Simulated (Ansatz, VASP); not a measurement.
# Two plane-wave programs on AlN

Contents of INCAR:

```
ALGO = Normal
EDIFF = 1E-6
ENCUT = 520
ISIF = 2
ISMEAR = 0
LASPH = True
LCHARG = False
LREAL = False
LWAVE = False
NBANDS = 26
NELM = 80
PREC = Accurate
SIGMA = 0.05
```

Contents of KPOINTS:

```
k-points
0
Gamma
  8 6 4
```

Contents of POSCAR:

```
AlN
1.0
   -1.6378403119      2.8368226349      0.0000000000
    0.0000000000      0.0000000000      4.1006264518
    4.9135209358      2.8368226349      0.0000000000
Al N
4 4
Direct
    0.6500599896      0.7500000000      0.1914501777
    1.0000000000      0.7500000000      0.6666666667
    0.0000000000      0.2500000000      0.3333333333
    0.5000000000      0.2500000000      0.8333333333
    0.5000000000      0.2500000000      0.1666666667
    1.0000000000      0.2500000000      0.6666666667
    0.0000000000      0.7500000000      0.3333333333
    0.5000000000      0.7500000000      0.8333333333
```

Input for Ansatz:

```yaml
crystal:
  lattice:
    - [-1.6378403119, 2.8368226349, 0.0]
    - [0.0, 0.0, 4.1006264518]
    - [4.9135209358, 2.8368226349, 0.0]
  atoms:
    - { symbol: Al, position: [0.6500599896, 0.75, 0.1914501777] }
    - { symbol: Al, position: [1.0, 0.75, 0.6666666667] }
    - { symbol: Al, position: [0.0, 0.25, 0.3333333333] }
    - { symbol: Al, position: [0.5, 0.25, 0.8333333333] }
    - { symbol: "N", position: [0.5, 0.25, 0.1666666667] }
    - { symbol: "N", position: [1.0, 0.25, 0.6666666667] }
    - { symbol: "N", position: [0.0, 0.75, 0.3333333333] }
    - { symbol: "N", position: [0.5, 0.75, 0.8333333333] }
basis:
  ecutwfc: 420
kpoints:
  mp_grid: { grid: [8, 6, 4] }
hamiltonian:
  xc: lda
  pseudopotentials: { kind: paw, azcp: { folder: soft_1 } }
scf:
  occupations: { method: gaussian, width: 0.05 }
output:
  forces: true
  stress: true
  eigenvalues: true
```

Alike in both runs: task single point; functional LDA; k mesh 8 × 6 × 4; occupations gaussian, width 0.05 eV; no spin polarisation.

|  | VASP | Ansatz |
| --- | --- | --- |
| version | VASP 6.6.1 | Ansatz 0.2.0 |
| potentials or method | VASP PAW LDA potentials, release 64 (Al, N), cutoff 520 eV | scalar-relativistic, plane waves, PAW |
| valence electrons in the cell | 32 | 32 |

VASP gave:

- gap on the k mesh at the Fermi level (eV): 3.40
- least direct gap on the mesh (eV): 3.40
- pressure (GPa): 19.5
- traceless stress, the component that is largest in VASP (GPa): 41.10
- rms of the force components (eV/Å): 6.976

Task: What did Ansatz give for the same quantities?

Result: gap on the k mesh at the Fermi level (eV): 3.39; least direct gap on the mesh (eV): 3.39; pressure (GPa): 18.7; traceless stress, the component that is largest in VASP (GPa): 40.60; rms of the force components (eV/Å): 6.912.

Ansatz warns that its potentials were made for another functional, while VASP's fit it. LDA's correlation is that of Perdew and Zunger in VASP and of Perdew and Wang (1992) in Ansatz. Atom by atom the forces differ by 0.064 eV/Å (rms over components).
